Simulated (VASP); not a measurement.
# KF in VASP: notebook

KF is run at these levels: PBE; tasks: single point.

Program: VASP 6.6.1. These are calculated values, not measurements. Logs are shortened: lines on timing, memory, paths and dates and some standing lists are left out, and cuts for length are marked.

**1. The cell of the first run**

Symmetry: Fm-3m, No. 225, cubic system. The conventional cell has a = 5.562 Å, b = 5.562 Å, c = 5.562 Å, α = 90.00°, β = 90.00°, γ = 90.00°. K (site symmetry m-3m) has 6 F at 2.78 Å within 3.7 Å. F (site symmetry m-3m) has 6 K at 2.78 Å within 3.7 Å.

**2. Single point, PBE**

Input file INCAR:

```
  PREC = Accurate
  ENCUT = 520
  EDIFF = 1E-6
  ISMEAR = 0
  SIGMA = 0.05
  LREAL = F
  LASPH = T
  NELM = 60
  ALGO = Normal
  ISIF = 2
  LWAVE = F
  LCHARG = F
  GGA = PE
  NBANDS = 15
```

Input file KPOINTS:

```
Automatic mesh
0
Gamma
  8 8 8
```

Input file POSCAR:

```
KF
1.0
    0.0000000000      2.7809506264      2.7809506264
    2.7809506264      0.0000000000      2.7809506264
    2.7809506264      2.7809506264      0.0000000000
K F
1 1
Direct
    0.0000000000      0.0000000000      0.0000000000
    0.5000000000      0.5000000000      0.5000000000
```

Potentials or basis: VASP PAW PBE potentials, release 64 (K_sv, F).

Launch:

```bash
cat potpaw_PBE.64/K_sv/POTCAR potpaw_PBE.64/F/POTCAR > POTCAR
mpirun -np 1 vasp_std > vasp.out
```

OUTCAR:

```text
PREC = Accurate
   ENCUT = 520
   EDIFF = 1E-6
   ISMEAR = 0
   LREAL = F
   LASPH = T
   NELM = 60
   ISIF = 2
   GGA = PE

 ion  position               nearest neighbor table
   1  0.000  0.000  0.000-   2 2.78   2 2.78   2 2.78   2 2.78   2 2.78   2 2.78
   2  0.500  0.500  0.500-   1 2.78   1 2.78   1 2.78   1 2.78   1 2.78   1 2.78

  LATTYP: Found a face centered cubic cell.
 ALAT       =     5.5619012528

  Lattice vectors:

 A1 = (   0.0000000000,   2.7809506264,   2.7809506264)
 A2 = (   2.7809506264,   0.0000000000,   2.7809506264)
 A3 = (   2.7809506264,   2.7809506264,   0.0000000000)

Analysis of symmetry for initial positions (statically):
=====================================================================
 Subroutine PRICEL returns:
 Original cell was already a primitive cell.

 Routine SETGRP: Setting up the symmetry group for a
 face centered cubic supercell.

 Subroutine GETGRP returns: Found 48 space group operations
 (whereof 48 operations were pure point group operations)
 out of a pool of 48 trial point group operations.

The static configuration has the point symmetry O_h .

Analysis of symmetry for dynamics (positions and initial velocities):
=====================================================================
 Subroutine PRICEL returns:
 Original cell was already a primitive cell.

 Routine SETGRP: Setting up the symmetry group for a
 face centered cubic supercell.

 Subroutine GETGRP returns: Found 48 space group operations
 (whereof 48 operations were pure point group operations)
 out of a pool of 48 trial point group operations.

The dynamic configuration has the point symmetry O_h .

 Subroutine INISYM returns: Found 48 space group operations
 (whereof 48 operations are pure point group operations),
 and found     1 'primitive' translations

----------------------------------------------------------------------------------------

                                     Primitive cell

  volume of cell :      43.0140

  direct lattice vectors                    reciprocal lattice vectors
     0.000000000  2.780950626  2.780950626    -0.179794634  0.179794634  0.179794634
     2.780950626  0.000000000  2.780950626     0.179794634 -0.179794634  0.179794634
     2.780950626  2.780950626  0.000000000     0.179794634  0.179794634 -0.179794634

  length of vectors
     3.932858092  3.932858092  3.932858092     0.311413441  0.311413441  0.311413441

  position of ions in fractional coordinates (direct lattice)
     0.000000000  0.000000000  0.000000000
     0.500000000  0.500000000  0.500000000

  ion indices of the primitive-cell ions
   primitive index   ion index
                 1           1
                 2           2

----------------------------------------------------------------------------------------

 KPOINTS: Automatic mesh

Automatic generation of k-mesh.
 Grid dimensions read from file:
 generate k-points for:    8    8    8

 Generating k-lattice:

  Cartesian coordinates                     Fractional coordinates (reciprocal lattice)
    -0.022474329  0.022474329  0.022474329     0.125000000  0.000000000  0.000000000
     0.022474329 -0.022474329  0.022474329     0.000000000  0.125000000  0.000000000
     0.022474329  0.022474329 -0.022474329     0.000000000  0.000000000  0.125000000

  Length of vectors
     0.038926680  0.038926680  0.038926680

  Shift w.r.t. Gamma in fractional coordinates (k-lattice)
     0.000000000  0.000000000  0.000000000

 Subroutine IBZKPT returns following result:
 ===========================================

 Found     29 irreducible k-points:

 Following reciprocal coordinates:
            Coordinates               Weight
  0.000000  0.000000  0.000000      1.000000
  0.125000  0.000000  0.000000      8.000000
  0.250000  0.000000  0.000000      8.000000
  0.375000  0.000000  0.000000      8.000000
  0.500000  0.000000  0.000000      4.000000
  0.125000  0.125000  0.000000      6.000000
[... 16 lines left out ...]
  0.500000  0.250000  0.125000     48.000000
 -0.375000  0.250000  0.125000     24.000000
 [... further k-points ...]
   k-points           NKPTS =     29   k-points in BZ     NKDIM =     29   number of bands    NBANDS=     15
   number of dos      NEDOS =    301   number of ions     NIONS =      2
   total plane-waves  NPLWV =  27000
   dimension x,y,z NGX =    30 NGY =   30 NGZ =   30
   dimension x,y,z NGXF=    60 NGYF=   60 NGZF=   60
   ions per type =               1   1
   NGX,Y,Z   is equivalent  to a cutoff of  12.68, 12.68, 12.68 a.u.
   NGXF,Y,Z  is equivalent  to a cutoff of  25.36, 25.36, 25.36 a.u.
 SYSTEM =  unknown system
   PREC   = accura    normal or accurate (medium, high low for compatibility)
   ISTART =      0    job   : 0-new  1-cont  2-samecut
   ICHARG =      2    charge: 1-file 2-atom 10-const
   ISPIN  =      1    spin polarized calculation?
   LNONCOLLINEAR =      F non collinear calculations
   LSORBIT =      F    spin-orbit coupling
   LASPH  =      T    aspherical Exc in radial PAW
   ENCUT  =  520.0 eV  38.22 Ry    6.18 a.u.   7.31  7.31  7.31*2*pi/ulx,y,z
   NELM   =     60;   NELMIN=  2; NELMDL= -5     # of ELM steps
   EDIFF  = 0.1E-05   stopping-criterion for ELM
   LREAL  =      F    real-space projection
   EDIFFG = 0.1E-04   stopping-criterion for IOM
   NSW    =      0    number of steps for IOM
   IBRION =     -1    ionic relax: 0-MD 1-quasi-New 2-CG
   NFREE  =      0    steps in history (QN), initial steepest desc. (CG)
   ISIF   =      2    stress and relaxation
   ISYM   =      2    0-nonsym 1-usesym 2-fastsym
   POTIM  = 0.5000    time-step for ionic-motion
   TEBEG  =    0.0;   TEEND  =   0.0 temperature during run
   PSTRESS=    0.0 pullay stress
   NELECT =      16.0000    total number of electrons
   NUPDOWN=      -1.0000    fix difference up-down
   EMIN   =  10.00;   EMAX   =-10.00  energy-range for DOS
   EFERMI =   0.00;   METHOD = LEGACY
   ISMEAR =     0;   SIGMA  =   0.05  broadening in eV -4-tet -1-fermi 0-gaus
   EFERMI_NEDOS =   21; number of points for ismear=-14 and -15
   IALGO  =     38    algorithm
   IMIX   =      4    mixing-type and parameters
     AMIX     =   0.40;   BMIX     =  1.00
     AMIX_MAG =   1.60;   BMIX_MAG =  1.00
  volume/ion in A,a.u.               =      21.51       145.14
  Fermi-wavevector in a.u.,A,eV,Ry     =   1.177366  2.224899 18.860274  1.386191
  Thomas-Fermi vector in A             =   2.313714
   LORBIT       =      0    0 simple, 1 ext, 2 COOP (PROOUT), +10 PAW based schemes
   GGA     = PE    functional components
   LHFCALC =     F    Hartree Fock is set to
   AEXX    =    0.0000 exact exchange contribution
   IVDW    =     0    specifies the selected vdW correction
   LEPSILON=     F    determine dielectric tensor
   LRPA    =     F    only Hartree local field effects (RPA)
 non-spin polarized calculation
 Gauss-broadening in eV      SIGMA  =   0.05
  energy-cutoff  :      520.00
  volume of cell :       43.01
 maximum number of plane-waves:      1174
 NGX is ok and might be reduce to    30
   NGX = 15   NGY = 15   NGZ = 15

 number of electron      16.0000003 magnetization

 Free energy of the ion-electron system (eV)
  ---------------------------------------------------
  ext. energy  EPLUGINS =         0.00000000
  ---------------------------------------------------
  free energy    TOTEN  =        -8.28278244 eV

  energy without entropy =       -8.28278244  energy(sigma->0) =       -8.28278244

 E-fermi :  -2.8759     XC(G=0):  -7.8752

 val. band max:       -3.0901572868   @ k =   0.0000   0.0000   0.0000
 cond. band min:       2.4881659176   @ k =   0.0000   0.0000   0.0000
 fundamental gap:      5.5783232044
 Fermi energy:        -2.8758523082

 k-point     1 :       0.0000    0.0000    0.0000
  band No.  band energies     occupation
      1     -29.5842      2.00000
      2     -21.6835      2.00000
      3     -12.9053      2.00000
      4     -12.9053      2.00000
      5     -12.9053      2.00000
      6      -3.0902      2.00000
      7      -3.0902      2.00000
      8      -3.0902      2.00000
      9       2.4882      0.00000
     10       7.2395      0.00000
     11       7.2395      0.00000
     12       7.2395      0.00000
     13       8.7594      0.00000
     14       8.7594      0.00000
     15      13.0512      0.00000

 k-point     2 :       0.1250    0.0000    0.0000
  band No.  band energies     occupation
      1     -29.5765      2.00000
      2     -21.6902      2.00000
      3     -12.9366      2.00000
      4     -12.9098      2.00000
      5     -12.9098      2.00000
      6      -3.2081      2.00000
      7      -3.1294      2.00000
      8      -3.1294      2.00000
      9       2.8780      0.00000
     10       6.9962      0.00000
     11       7.4239      0.00000
     12       7.4239      0.00000
     13       8.8704      0.00000
     14       8.8704      0.00000
     15      13.7154      0.00000

 k-point     3 :       0.2500    0.0000    0.0000
  band No.  band energies     occupation
      1     -29.5577      2.00000
      2     -21.7047      2.00000
      3     -13.0113      2.00000
      4     -12.9203      2.00000
      5     -12.9203      2.00000
      6      -3.4589      2.00000
      7      -3.2226      2.00000
      8      -3.2226      2.00000
      9       3.8736      0.00000
     10       6.6173      0.00000
     11       7.8723      0.00000
     12       7.8723      0.00000
     13       9.2363      0.00000
     14       9.2363      0.00000
     15      14.3773      0.00000
[... 343 lines left out ...]
 k-point    23 :       0.5000    0.2500    0.1250
  band No.  band energies     occupation
      1     -29.5300      2.00000
      2     -21.7088      2.00000
      3     -13.1050      2.00000
      4     -13.0417      2.00000
      5     -12.9545      2.00000
      6      -3.5739      2.00000
      7      -3.3228      2.00000
      8      -3.2410      2.00000
      9       5.4808      0.00000
     10       6.1215      0.00000
     11       8.0473      0.00000
     12       8.8829      0.00000
     13       9.6804      0.00000
     14      10.5489      0.00000
     15      11.8466      0.00000

 k-point    24 :      -0.3750    0.2500    0.1250
  band No.  band energies     occupation
      1     -29.5239      2.00000
      2     -21.7109      2.00000
      3     -13.1352      2.00000
      4     -13.0525      2.00000
      5     -12.9612      2.00000
      6      -3.5807      2.00000
      7      -3.3160      2.00000
      8      -3.3136      2.00000
      9       5.8204      0.00000
     10       6.4047      0.00000
     11       7.9305      0.00000
     12       8.9961      0.00000
     13      10.0945      0.00000
     14      10.9869      0.00000
     15      11.0013      0.00000

 [... further k-points ...]

------------------------ aborting loop because EDIFF is reached ----------------------------------------

  FORCE on cell =-STRESS in cart. coord.  units (eV):
  Direction    XX          YY          ZZ          XY          YZ          ZX
  --------------------------------------------------------------------------------------
  -------------------------------------------------------------------------------------
  Total       -0.5060078     -0.5060078     -0.5060078     -0.0000000      0.0000000      0.0000000
  in kB      -18.8476814    -18.8476814    -18.8476814     -0.0000000      0.0000000      0.0000000
  external PRESSURE =     -18.8476814 kB  Pullay stress =       0.0000000 kB

 VOLUME and BASIS-vectors are now :
 -----------------------------------------------------------------------------
  energy-cutoff  :      520.00
  volume of cell :       43.01
      direct lattice vectors                 reciprocal lattice vectors
     0.000000000  2.780950626  2.780950626    -0.179794634  0.179794634  0.179794634
     2.780950626  0.000000000  2.780950626     0.179794634 -0.179794634  0.179794634
     2.780950626  2.780950626  0.000000000     0.179794634  0.179794634 -0.179794634

 POSITION                                       TOTAL-FORCE (eV/Angst)
 -----------------------------------------------------------------------------------
      0.00000      0.00000      0.00000        -0.000000     -0.000000     -0.000000
      2.78095      2.78095      2.78095         0.000000      0.000000      0.000000
 -----------------------------------------------------------------------------------
    total drift:                                0.000000      0.000000      0.000000

  FREE ENERGIE OF THE ION-ELECTRON SYSTEM (eV)
  ---------------------------------------------------
  free  energy   TOTEN  =        -8.2827824429 eV

  energy  without entropy=       -8.2827824429  energy(sigma->0) =       -8.28278244
```

Wall time 10 s (1 thread of Intel Xeon 6975P-C (Granite Rapids), shared host); peak memory 0.16 GiB.

What came out:

| Property | Result |
| --- | --- |
| Free energy | -8.2828 eV |
| Pressure | -1.9 GPa |
| Band gap on the k mesh | 5.58 eV, direct |

Levels at points of the mesh, in eV from the valence-band top:
```csv
k point,band 4,band 5,band 6,band 7,band 8,band 9,band 10,band 11,band 12,band 13
"(0.00, 0.00, 0.00)",-9.82,-9.82,0.00,0.00,0.00,5.58,10.33,10.33,10.33,11.85
"(0.50, 0.00, 0.00)",-9.84,-9.84,-0.67,-0.26,-0.26,8.56,9.74,11.50,11.50,13.53
"(0.50, 0.50, 0.00)",-9.96,-9.96,-0.25,-0.07,-0.07,8.07,9.65,10.89,12.97,13.49
```

A k mesh can miss the band edges. Expect the measured gap to be larger: semilocal functionals such as PBE lack the derivative discontinuity.

**3. Single point, PBE**

This run uses another cell than the first one, of 21.19 Å³/atom, 0.985 times its volume.

Input file INCAR:

```
PREC = Accurate ; ENCUT = 520
EDIFF = 1E-6 ; ISMEAR = 0
SIGMA = 0.05 ; LREAL = F
LASPH = T ; NELM = 60
ALGO = Normal ; ISIF = 2
LWAVE = F ; LCHARG = F
GGA = PE ; NBANDS = 15
```

Input file KPOINTS:

```
regular mesh
0
Gamma
  8 8 8
```

Input file POSCAR:

```
KF
1.0
    0.0000000000      2.7671762420      2.7671762420
    2.7671762420      0.0000000000      2.7671762420
    2.7671762420      2.7671762420      0.0000000000
K F
1 1
Direct
    0.0000000000      0.0000000000      0.0000000000
    0.5000000000      0.5000000000      0.5000000000
```

Potentials or basis: VASP PAW PBE potentials, release 64 (K_sv, F).

Launch:

```bash
cat potpaw_PBE.64/K_sv/POTCAR potpaw_PBE.64/F/POTCAR > POTCAR
mpirun -np 1 vasp_std > vasp.out
```

OUTCAR:

```text
PREC = Accurate
   ENCUT = 520
   EDIFF = 1E-6
   ISMEAR = 0
   LREAL = F
   LASPH = T
   NELM = 60
   ISIF = 2
   GGA = PE

 ion  position               nearest neighbor table
   1  0.000  0.000  0.000-   2 2.77   2 2.77   2 2.77   2 2.77   2 2.77   2 2.77
   2  0.500  0.500  0.500-   1 2.77   1 2.77   1 2.77   1 2.77   1 2.77   1 2.77

  LATTYP: Found a face centered cubic cell.
 ALAT       =     5.5343524840

  Lattice vectors:

 A1 = (   0.0000000000,   2.7671762420,   2.7671762420)
 A2 = (   2.7671762420,   0.0000000000,   2.7671762420)
 A3 = (   2.7671762420,   2.7671762420,   0.0000000000)

Analysis of symmetry for initial positions (statically):
=====================================================================
 Subroutine PRICEL returns:
 Original cell was already a primitive cell.

 Routine SETGRP: Setting up the symmetry group for a
 face centered cubic supercell.

 Subroutine GETGRP returns: Found 48 space group operations
 (whereof 48 operations were pure point group operations)
 out of a pool of 48 trial point group operations.

The static configuration has the point symmetry O_h .

[... 174 lines left out ...]
      5     -12.8200      2.00000
      6      -3.0584      2.00000
      7      -3.0584      2.00000
      8      -3.0584      2.00000
      9       2.5884      0.00000
     10       7.3161      0.00000
     11       7.3161      0.00000
     12       7.3161      0.00000
     13       8.8540      0.00000
     14       8.8540      0.00000
[... 401 lines left out ...]
      2     -21.6901      2.00000
      3     -13.0596      2.00000
      4     -12.9744      2.00000
      5     -12.8778      2.00000
      6      -3.5582      2.00000
      7      -3.2904      2.00000
      8      -3.2858      2.00000
      9       5.9132      0.00000
     10       6.5110      0.00000
     11       8.0406      0.00000
     12       9.1057      0.00000
     13      10.2239      0.00000
     14      11.1323      0.00000
     15      11.1723      0.00000

 [... further k-points ...]

------------------------ aborting loop because EDIFF is reached ----------------------------------------

  FORCE on cell =-STRESS in cart. coord.  units (eV):
  Direction    XX          YY          ZZ          XY          YZ          ZX
  --------------------------------------------------------------------------------------
  -------------------------------------------------------------------------------------
  Total       -0.4163809     -0.4163809     -0.4163809      0.0000000      0.0000000     -0.0000000
  in kB      -15.7420350    -15.7420350    -15.7420350      0.0000000      0.0000000     -0.0000000
  external PRESSURE =     -15.7420350 kB  Pullay stress =       0.0000000 kB

 VOLUME and BASIS-vectors are now :
 -----------------------------------------------------------------------------
  energy-cutoff  :      520.00
  volume of cell :       42.38
      direct lattice vectors                 reciprocal lattice vectors
     0.000000000  2.767176242  2.767176242    -0.180689611  0.180689611  0.180689611
     2.767176242  0.000000000  2.767176242     0.180689611 -0.180689611  0.180689611
     2.767176242  2.767176242  0.000000000     0.180689611  0.180689611 -0.180689611

 POSITION                                       TOTAL-FORCE (eV/Angst)
 -----------------------------------------------------------------------------------
      0.00000      0.00000      0.00000        -0.000000     -0.000000      0.000000
      2.76718      2.76718      2.76718         0.000000      0.000000     -0.000000
 -----------------------------------------------------------------------------------
    total drift:                                0.000000      0.000000      0.000000

  FREE ENERGIE OF THE ION-ELECTRON SYSTEM (eV)
  ---------------------------------------------------
  free  energy   TOTEN  =        -8.2889398660 eV

  energy  without entropy=       -8.2889398660  energy(sigma->0) =       -8.28893987
```

OSZICAR:

```text
N       E                     dE             d eps       ncg     rms          rms(c)
DAV:   1     0.106220090028E+03    0.10622E+03   -0.80608E+03   870   0.101E+03
DAV:   2    -0.528119578241E+01   -0.11150E+03   -0.10282E+03  1130   0.278E+02
DAV:   3    -0.945405745903E+01   -0.41729E+01   -0.41546E+01  1166   0.481E+01
DAV:   4    -0.958998964307E+01   -0.13593E+00   -0.13592E+00  1159   0.767E+00
DAV:   5    -0.959129484289E+01   -0.13052E-02   -0.13052E-02  1219   0.736E-01    0.623E+00
DAV:   6    -0.832833114382E+01    0.12630E+01   -0.37207E+00   933   0.139E+01    0.352E+00
DAV:   7    -0.829302616614E+01    0.35305E-01   -0.66935E-02  1045   0.220E+00    0.195E+00
DAV:   8    -0.828637240454E+01    0.66538E-02   -0.57261E-02  1010   0.229E+00    0.202E-01
DAV:   9    -0.828813734837E+01   -0.17649E-02   -0.36417E-03  1010   0.503E-01    0.120E-01
DAV:  10    -0.828879589093E+01   -0.65854E-03   -0.48352E-04   919   0.182E-01    0.683E-02
DAV:  11    -0.828893853076E+01   -0.14264E-03   -0.13384E-04   940   0.938E-02    0.176E-02
DAV:  12    -0.828893956624E+01   -0.10355E-05   -0.10526E-05  1052   0.307E-02    0.395E-03
DAV:  13    -0.828893986598E+01   -0.29975E-06   -0.20449E-06   940   0.123E-02
   1 F= -.82889399E+01 E0= -.82889399E+01  d E =-.114158E-21
```

stdout:

```text
POSCAR found type information on POSCAR K F
 POSCAR found :  2 types and       2 ions
 scaLAPACK will be used
 LDA part: xc-table for (Slater+PW92), standard interpolation
 POSCAR, INCAR and KPOINTS ok, starting setup
 FFT: planning ... GRIDC
 FFT: planning ... GRID_SOFT
 FFT: planning ... GRID
 WAVECAR not read
 entering main loop
```

It took 11 s on 1 thread of Intel Xeon 6975P-C (Granite Rapids), shared host; peak memory 0.17 GiB.

Results:

```
Free energy            : -8.2889 eV
Pressure               : -1.6 GPa
Band gap on the k mesh : 5.65 eV, direct
```

(Continued in part 2 of 2.)
